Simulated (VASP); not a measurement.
# SrTiO3 (Pm-3m) in VASP: further runs

SrTiO3 is run at these levels: PBEsol; tasks: single point, relaxation of cell and atoms.

Everything below comes from runs of VASP 6.6.1. Logs are shortened: lines on timing, memory, paths and dates and some standing lists are left out, and cuts for length are marked.

### 1 The cell of the first run

Symmetry: Pm-3m, No. 221, cubic system. Conventional cell: a = 3.891 Å, b = 3.891 Å, c = 3.891 Å, α = 90.00°, β = 90.00°, γ = 90.00°. Sr (site symmetry m-3m) has 12 O at 2.75 Å and 8 Ti at 3.37 Å within 3.6 Å. Within 2.6 Å of Ti (site symmetry m-3m) lie 6 O at 1.95 Å. O (site symmetry 4/mmm) has 2 Ti at 1.95 Å within 2.6 Å.

### 2 Single point, PBEsol

File INCAR:

```
PREC = Accurate ; ENCUT = 520
EDIFF = 1E-6 ; ISMEAR = 0
SIGMA = 0.02 ; LREAL = F
LASPH = T ; NELM = 100
ALGO = Normal ; ISIF = 2
LWAVE = F ; LCHARG = T
GGA = PS ; LELF = T
LVHAR = T ; NBANDS = 28
```

File KPOINTS:

```
regular mesh
0
Gamma
  8 8 8
```

File POSCAR:

```
SrTiO3
1.0
    3.8911204253      0.0000000000      0.0000000000
    0.0000000000      3.8911204253      0.0000000000
    0.0000000000      0.0000000000      3.8911204253
Sr Ti O
1 1 3
Direct
    0.5000000000      0.5000000000      0.5000000000
    0.0000000000      0.0000000000      0.0000000000
    0.5000000000      0.0000000000      0.0000000000
    0.0000000000      0.5000000000      0.0000000000
    0.0000000000      0.0000000000      0.5000000000
```

Potentials or basis: VASP PAW PBE potentials, release 64 (Sr_sv, Ti_sv, O).

Launch:

```bash
cat potpaw_PBE.64/Sr_sv/POTCAR potpaw_PBE.64/Ti_sv/POTCAR potpaw_PBE.64/O/POTCAR > POTCAR
mpirun -np 1 vasp_std > vasp.out
```

OUTCAR:

```text
PREC = Accurate
   ENCUT = 520
   EDIFF = 1E-6
   ISMEAR = 0
   LREAL = F
   LASPH = T
   NELM = 100
   ISIF = 2
   GGA = PS

 ion  position               nearest neighbor table
   1  0.500  0.500  0.500-   3 2.75   4 2.75   5 2.75   3 2.75   4 2.75   3 2.75   5 2.75   3 2.75
                             4 2.75   5 2.75   4 2.75   5 2.75   2 3.37   2 3.37   2 3.37   2 3.37
   2  0.000  0.000  0.000-   3 1.95   4 1.95   5 1.95   5 1.95   4 1.95   3 1.95   1 3.37   1 3.37
                             1 3.37   1 3.37   1 3.37   1 3.37   1 3.37   1 3.37
   3  0.500  0.000  0.000-   2 1.95   2 1.95   1 2.75   1 2.75   1 2.75   1 2.75
   4  0.000  0.500  0.000-   2 1.95   2 1.95   1 2.75   1 2.75   1 2.75   1 2.75
   5  0.000  0.000  0.500-   2 1.95   2 1.95   1 2.75   1 2.75   1 2.75   1 2.75

  LATTYP: Found a simple cubic cell.
 ALAT       =     3.8911204253

  Lattice vectors:

 A1 = (   3.8911204253,   0.0000000000,   0.0000000000)
 A2 = (   0.0000000000,   3.8911204253,   0.0000000000)
 A3 = (   0.0000000000,   0.0000000000,   3.8911204253)

Analysis of symmetry for initial positions (statically):
=====================================================================
 Subroutine PRICEL returns:
 Original cell was already a primitive cell.

 Routine SETGRP: Setting up the symmetry group for a
 simple cubic supercell.

 Subroutine GETGRP returns: Found 48 space group operations
 (whereof 48 operations were pure point group operations)
 out of a pool of 48 trial point group operations.

The static configuration has the point symmetry O_h .

Analysis of symmetry for dynamics (positions and initial velocities):
=====================================================================
 Subroutine PRICEL returns:
 Original cell was already a primitive cell.

 Routine SETGRP: Setting up the symmetry group for a
 simple cubic supercell.

 Subroutine GETGRP returns: Found 48 space group operations
 (whereof 48 operations were pure point group operations)
 out of a pool of 48 trial point group operations.

The dynamic configuration has the point symmetry O_h .

 Subroutine INISYM returns: Found 48 space group operations
 (whereof 48 operations are pure point group operations),
 and found     1 'primitive' translations

----------------------------------------------------------------------------------------

                                     Primitive cell

  volume of cell :      58.9147

  direct lattice vectors                    reciprocal lattice vectors
     3.891120425  0.000000000  0.000000000     0.256995387  0.000000000  0.000000000
     0.000000000  3.891120425  0.000000000     0.000000000  0.256995387  0.000000000
     0.000000000  0.000000000  3.891120425     0.000000000  0.000000000  0.256995387

  length of vectors
     3.891120425  3.891120425  3.891120425     0.256995387  0.256995387  0.256995387

  position of ions in fractional coordinates (direct lattice)
     0.500000000  0.500000000  0.500000000
     0.000000000  0.000000000  0.000000000
     0.500000000  0.000000000  0.000000000
     0.000000000  0.500000000  0.000000000
     0.000000000  0.000000000  0.500000000

  ion indices of the primitive-cell ions
   primitive index   ion index
                 1           1
                 2           2
                 3           3
                 4           4
                 5           5

----------------------------------------------------------------------------------------

 KPOINTS: regular mesh

Automatic generation of k-mesh.
 Grid dimensions read from file:
 generate k-points for:    8    8    8

 Generating k-lattice:

  Cartesian coordinates                     Fractional coordinates (reciprocal lattice)
     0.032124423  0.000000000  0.000000000     0.125000000  0.000000000  0.000000000
     0.000000000  0.032124423  0.000000000     0.000000000  0.125000000  0.000000000
     0.000000000  0.000000000  0.032124423     0.000000000  0.000000000  0.125000000

  Length of vectors
     0.032124423  0.032124423  0.032124423

  Shift w.r.t. Gamma in fractional coordinates (k-lattice)
     0.000000000  0.000000000  0.000000000

 Subroutine IBZKPT returns following result:
 ===========================================

 Found     35 irreducible k-points:

 Following reciprocal coordinates:
            Coordinates               Weight
  0.000000  0.000000  0.000000      1.000000
  0.125000  0.000000  0.000000      6.000000
  0.250000  0.000000  0.000000      6.000000
  0.375000  0.000000  0.000000      6.000000
  0.500000  0.000000  0.000000      3.000000
  0.125000  0.125000  0.000000     12.000000
[... 16 lines left out ...]
  0.375000  0.375000  0.125000     24.000000
  0.500000  0.375000  0.125000     24.000000
 [... further k-points ...]
   k-points           NKPTS =     35   k-points in BZ     NKDIM =     35   number of bands    NBANDS=     28
   number of dos      NEDOS =    301   number of ions     NIONS =      5
   total plane-waves  NPLWV =  27000
   dimension x,y,z NGX =    30 NGY =   30 NGZ =   30
   dimension x,y,z NGXF=    60 NGYF=   60 NGZF=   60
   ions per type =               1   1   3
   NGX,Y,Z   is equivalent  to a cutoff of  12.82, 12.82, 12.82 a.u.
   NGXF,Y,Z  is equivalent  to a cutoff of  25.63, 25.63, 25.63 a.u.
 SYSTEM =  unknown system
   PREC   = accura    normal or accurate (medium, high low for compatibility)
   ISTART =      0    job   : 0-new  1-cont  2-samecut
   ICHARG =      2    charge: 1-file 2-atom 10-const
   ISPIN  =      1    spin polarized calculation?
   LNONCOLLINEAR =      F non collinear calculations
   LSORBIT =      F    spin-orbit coupling
   LASPH  =      T    aspherical Exc in radial PAW
   ENCUT  =  520.0 eV  38.22 Ry    6.18 a.u.   7.23  7.23  7.23*2*pi/ulx,y,z
   NELM   =    100;   NELMIN=  2; NELMDL= -5     # of ELM steps
   EDIFF  = 0.1E-05   stopping-criterion for ELM
   LREAL  =      F    real-space projection
   EDIFFG = 0.1E-04   stopping-criterion for IOM
   NSW    =      0    number of steps for IOM
   IBRION =     -1    ionic relax: 0-MD 1-quasi-New 2-CG
   NFREE  =      0    steps in history (QN), initial steepest desc. (CG)
   ISIF   =      2    stress and relaxation
   ISYM   =      2    0-nonsym 1-usesym 2-fastsym
   POTIM  = 0.5000    time-step for ionic-motion
   TEBEG  =    0.0;   TEEND  =   0.0 temperature during run
   PSTRESS=    0.0 pullay stress
   NELECT =      40.0000    total number of electrons
   NUPDOWN=      -1.0000    fix difference up-down
   EMIN   =  10.00;   EMAX   =-10.00  energy-range for DOS
   EFERMI =   0.00;   METHOD = LEGACY
   ISMEAR =     0;   SIGMA  =   0.02  broadening in eV -4-tet -1-fermi 0-gaus
   EFERMI_NEDOS =   21; number of points for ismear=-14 and -15
   IALGO  =     38    algorithm
   IMIX   =      4    mixing-type and parameters
     AMIX     =   0.40;   BMIX     =  1.00
     AMIX_MAG =   1.60;   BMIX_MAG =  1.00
  volume/ion in A,a.u.               =      11.78        79.52
  Fermi-wavevector in a.u.,A,eV,Ry     =   1.438865  2.719061 28.168598  2.070334
  Thomas-Fermi vector in A             =   2.557785
   LORBIT       =      0    0 simple, 1 ext, 2 COOP (PROOUT), +10 PAW based schemes
   GGA     = PS    functional components
   LHFCALC =     F    Hartree Fock is set to
   AEXX    =    0.0000 exact exchange contribution
   IVDW    =     0    specifies the selected vdW correction
   LEPSILON=     F    determine dielectric tensor
   LRPA    =     F    only Hartree local field effects (RPA)
 non-spin polarized calculation
 Gauss-broadening in eV      SIGMA  =   0.02
  energy-cutoff  :      520.00
  volume of cell :       58.91
 maximum number of plane-waves:      1622
 NGX is ok and might be reduce to    30
   NGX = 15   NGY = 15   NGZ = 15

 number of electron      40.0000013 magnetization

 Free energy of the ion-electron system (eV)
  ---------------------------------------------------
  ext. energy  EPLUGINS =         0.00000000
  ---------------------------------------------------
  free energy    TOTEN  =       -42.01575953 eV

  energy without entropy =      -42.01575953  energy(sigma->0) =      -42.01575953

 E-fermi :   4.2920     XC(G=0): -11.5968

 val. band max:        4.1137295458   @ k =   0.5000   0.5000   0.5000
 cond. band min:       5.9335964520   @ k =   0.0000   0.0000   0.0000
 fundamental gap:      1.8198669062
 Fermi energy:         4.2920279600

 k-point     1 :       0.0000    0.0000    0.0000
  band No.  band energies     occupation
      1     -52.0426      2.00000
      2     -28.4997      2.00000
      3     -28.4120      2.00000
      4     -28.4120      2.00000
      5     -28.4120      2.00000
      6     -13.2852      2.00000
[... 20 lines left out ...]
     27       9.4020      0.00000
     28      10.2271      0.00000

 k-point     2 :       0.1250    0.0000    0.0000
  band No.  band energies     occupation
      1     -52.0424      2.00000
      2     -28.5191      2.00000
      3     -28.4115      2.00000
      4     -28.4115      2.00000
      5     -28.4001      2.00000
      6     -13.2919      2.00000
[... 20 lines left out ...]
     27       9.6889      0.00000
     28      10.6073      0.00000

 k-point     3 :       0.2500    0.0000    0.0000
  band No.  band energies     occupation
      1     -52.0418      2.00000
      2     -28.5573      2.00000
      3     -28.4104      2.00000
      4     -28.4104      2.00000
      5     -28.3797      2.00000
      6     -13.3604      2.00000
[... 20 lines left out ...]
     27      10.3789      0.00000
     28      11.6377      0.00000

 k-point     4 :       0.3750    0.0000    0.0000
  band No.  band energies     occupation
      1     -52.0412      2.00000
      2     -28.5906      2.00000
      3     -28.4092      2.00000
      4     -28.4092      2.00000
      5     -28.3640      2.00000
      6     -13.4710      2.00000
[... 20 lines left out ...]
     27      11.1461      0.00000
     28      12.1732      0.00000

 k-point     5 :       0.5000    0.0000    0.0000
  band No.  band energies     occupation
      1     -52.0410      2.00000
      2     -28.6036      2.00000
      3     -28.4088      2.00000
      4     -28.4088      2.00000
      5     -28.3582      2.00000
      6     -13.5222      2.00000
[... 20 lines left out ...]
     27      11.4959      0.00000
     28      12.1141      0.00000

 k-point     6 :       0.1250    0.1250    0.0000
  band No.  band energies     occupation
      1     -52.0422      2.00000
      2     -28.5282      2.00000
      3     -28.4229      2.00000
      4     -28.4110      2.00000
      5     -28.3867      2.00000
      6     -13.2801      2.00000
[... 463 lines left out ...]
      5     -28.3841      2.00000
      6     -13.0941      2.00000
[... 20 lines left out ...]
     27      12.0136      0.00000
     28      12.3809      0.00000

 k-point    22 :       0.5000    0.2500    0.1250
  band No.  band energies     occupation
      1     -52.0399      2.00000
      2     -28.5549      2.00000
      3     -28.4474      2.00000
      4     -28.4187      2.00000
      5     -28.3924      2.00000
      6     -13.0970      2.00000
[... 20 lines left out ...]
     27      12.2350      0.00000
     28      12.5441      0.00000

 k-point    23 :       0.3750    0.3750    0.1250
  band No.  band energies     occupation
      1     -52.0395      2.00000
      2     -28.5234      2.00000
      3     -28.4751      2.00000
      4     -28.4200      2.00000
      5     -28.4057      2.00000
      6     -12.8640      2.00000
[... 20 lines left out ...]
     27      12.3129      0.00000
     28      12.7672      0.00000

 k-point    24 :       0.5000    0.3750    0.1250
  band No.  band energies     occupation
      1     -52.0393      2.00000
      2     -28.5161      2.00000
      3     -28.4747      2.00000
      4     -28.4231      2.00000
      5     -28.4175      2.00000
      6     -12.7723      2.00000
[... 20 lines left out ...]
     27      12.3679      0.00000
     28      12.8760      0.00000

 [... further k-points ...]

------------------------ aborting loop because EDIFF is reached ----------------------------------------

  FORCE on cell =-STRESS in cart. coord.  units (eV):
  Direction    XX          YY          ZZ          XY          YZ          ZX
  --------------------------------------------------------------------------------------
  -------------------------------------------------------------------------------------
  Total        0.2470241      0.2470241      0.2470241     -0.0000000      0.0000000      0.0000000
  in kB        6.7177810      6.7177810      6.7177810     -0.0000000      0.0000000      0.0000000
  external PRESSURE =       6.7177810 kB  Pullay stress =       0.0000000 kB

 VOLUME and BASIS-vectors are now :
 -----------------------------------------------------------------------------
  energy-cutoff  :      520.00
  volume of cell :       58.91
      direct lattice vectors                 reciprocal lattice vectors
     3.891120425  0.000000000  0.000000000     0.256995387  0.000000000  0.000000000
     0.000000000  3.891120425  0.000000000     0.000000000  0.256995387  0.000000000
     0.000000000  0.000000000  3.891120425     0.000000000  0.000000000  0.256995387

 POSITION                                       TOTAL-FORCE (eV/Angst)
 -----------------------------------------------------------------------------------
      1.94556      1.94556      1.94556         0.000000      0.000000      0.000000
      0.00000      0.00000      0.00000         0.000000      0.000000      0.000000
      1.94556      0.00000      0.00000         0.000000      0.000000      0.000000
      0.00000      1.94556      0.00000         0.000000      0.000000      0.000000
      0.00000      0.00000      1.94556         0.000000      0.000000      0.000000
 -----------------------------------------------------------------------------------
    total drift:                                0.000000     -0.000000      0.000000

  FREE ENERGIE OF THE ION-ELECTRON SYSTEM (eV)
  ---------------------------------------------------
  free  energy   TOTEN  =       -42.0157595299 eV

  energy  without entropy=      -42.0157595299  energy(sigma->0) =      -42.01575953
```

It took 39 s on 1 thread of AMD EPYC 9R14 (Zen 4), shared host; peak memory 0.18 GiB.

Results:

* Free energy: -42.0158 eV
* Pressure: 0.7 GPa
* Band gap on the k mesh: 1.82 eV, indirect (least direct gap 2.17 eV)

Levels at points of the mesh, in eV from the valence-band top:
| k point | band 18 | band 19 | band 20 | band 21 | band 22 | band 23 |
| --- | --- | --- | --- | --- | --- | --- |
| (0.00, 0.00, 0.00) | -0.35 | -0.35 | -0.35 | 1.82 | 1.82 | 1.82 |
| (0.50, 0.00, 0.00) | -2.07 | -0.74 | -0.74 | 2.00 | 3.83 | 3.83 |
| (0.50, 0.50, 0.00) | -1.60 | -1.60 | -0.10 | 3.84 | 3.84 | 4.30 |
| (0.50, 0.50, 0.50) | 0.00 | 0.00 | 0.00 | 4.54 | 4.54 | 4.54 |

Caveat: the PAW data sets were made with another functional, which shifts forces and pressure a little.

### 3 Relaxation of cell and atoms, PBEsol

This run uses another cell than the first one, of 11.91 Å³/atom, 1.011 times its volume.

File INCAR:

```
PREC = Accurate
ENCUT = 600
EDIFF = 1E-7
ISMEAR = 0
SIGMA = 0.02
LREAL = F
LASPH = T
NELM = 80
ALGO = Normal
ISIF = 3
LWAVE = F
LCHARG = F
GGA = PS
IBRION = 2
NSW = 100
EDIFFG = -0.005
```

KPOINTS is that of step 2.

POSCAR, as its differences from that of step 2:

```diff
@@ -2,5 +2,5 @@
 1.0
-    3.8911204253      0.0000000000      0.0000000000
-    0.0000000000      3.8911204253      0.0000000000
-    0.0000000000      0.0000000000      3.8911204253
+    3.9052800000      0.0000000000      0.0000000000
+    0.0000000000      3.9052800000      0.0000000000
+    0.0000000000      0.0000000000      3.9052800000
 Sr Ti O
```

Potentials or basis: VASP PAW PBE potentials, release 64 (Sr_sv, Ti_sv, O).

Launch:

```bash
cat potpaw_PBE.64/Sr_sv/POTCAR potpaw_PBE.64/Ti_sv/POTCAR potpaw_PBE.64/O/POTCAR > POTCAR
mpirun -np 1 vasp_std > vasp.out
```

Run time: 90 s. Hardware: 1 thread of AMD EPYC 9R14 (Zen 4), shared host; peak memory 0.2 GiB.

It converged, with:

| Item | Value |
| --- | --- |
| Free energy | -42.0233 eV |
| Relaxed volume | 11.82 Å³/atom |
| Relaxed cell | a = 3.895 Å, b = 3.895 Å, c = 3.895 Å, α = 90.00°, β = 90.00°, γ = 90.00° |
| Space group after relaxing (to 0.05 Å) | Pm-3m (No. 221) |
| Energy gained by relaxing | 0.5 meV/atom |
| Ionic steps | 3 |
| Pressure after relaxing | 0.0 GPa |
| Band gap on the k mesh | 1.82 eV, indirect (least direct gap 2.17 eV) |

The path:
| step | energy change (eV) | largest force (eV/Å) | pressure (GPa) | volume (Å³) |
| --- | --- | --- | --- | --- |
| 1 | 0.0000 | 0.0000 | -1.48 | 59.56 |
| 2 | -0.0002 | 0.0000 | 1.47 | 58.62 |
| 3 | -0.0023 | 0.0000 | 0.00 | 59.08 |

Final structure:
```
CELL_PARAMETERS angstrom
3.89468 0.00000 0.00000
0.00000 3.89468 0.00000
0.00000 0.00000 3.89468
ATOMIC_POSITIONS crystal
Sr 0.50000 0.50000 0.50000
Ti 0.00000 0.00000 0.00000
O 0.50000 0.00000 0.00000
O 0.00000 0.50000 0.00000
O 0.00000 0.00000 0.50000
```

Levels at points of the mesh, in eV from the valence-band top:
```
           k point  band 18  band 19  band 20  band 21  band 22  band 23
(0.00, 0.00, 0.00)    -0.35    -0.35    -0.35     1.82     1.82     1.82
(0.50, 0.00, 0.00)    -2.06    -0.74    -0.74     2.00     3.82     3.82
(0.50, 0.50, 0.00)    -1.60    -1.60    -0.10     3.83     3.83     4.28
(0.50, 0.50, 0.50)     0.00     0.00     0.00     4.52     4.52     4.52
```

Caveat: the PAW data sets were made with another functional, which shifts forces and pressure a little.

### 4 Single point, PBEsol (volume scaled by 0.88)

File INCAR:

```
ALGO = Normal
EDIFF = 1E-6
ENCUT = 520
GGA = PS
ISIF = 2
ISMEAR = 0
LASPH = True
LCHARG = False
LREAL = False
LWAVE = False
NBANDS = 28
NELM = 80
PREC = Accurate
SIGMA = 0.02
```

File KPOINTS:

```
k-points
0
Gamma
  8 8 8
```

POSCAR, as its differences from that of step 3:

```diff
@@ -2,5 +2,5 @@
 1.0
-    3.9052800000      0.0000000000      0.0000000000
-    0.0000000000      3.9052800000      0.0000000000
-    0.0000000000      0.0000000000      3.9052800000
+    3.7287983350      0.0000000000      0.0000000000
+    0.0000000000      3.7287983350      0.0000000000
+    0.0000000000      0.0000000000      3.7287983350
 Sr Ti O
```

Launch:

```bash
cat potpaw_PBE.64/Sr_sv/POTCAR potpaw_PBE.64/Ti_sv/POTCAR potpaw_PBE.64/O/POTCAR > POTCAR
mpirun -np 1 vasp_std > vasp.out
```

Wall time 44 s (1 thread of AMD EPYC 7R13 (Zen 3), shared host); peak memory 0.16 GiB.

The run converged. Its results:

* Free energy: -41.3501 eV
* Pressure: 32.4 GPa
* Band gap on the k mesh: 2.02 eV, indirect (least direct gap 2.26 eV)

Levels at points of the mesh, in eV from the valence-band top:
```csv
k point,band 16,band 17,band 18,band 19,band 20,band 21,band 22,band 23,band 24,band 25
"(0.00, 0.00, 0.00)",-1.44,-1.44,-0.24,-0.24,-0.24,2.02,2.02,2.02,5.13,5.13
"(0.50, 0.00, 0.00)",-2.75,-2.75,-2.52,-0.67,-0.67,2.28,4.53,4.53,5.44,7.74
"(0.50, 0.50, 0.00)",-3.49,-1.71,-1.71,-1.58,-0.12,4.55,4.55,5.03,6.64,8.55
"(0.50, 0.50, 0.50)",-4.14,-4.14,0.00,0.00,0.00,5.40,5.40,5.40,7.42,7.42
```

Caveat: the cell differs from its parent crystal (volume scaled by 0.88); the PAW data sets were made with another functional, which shifts forces and pressure a little.

(Part 1 of 2 ends here.)
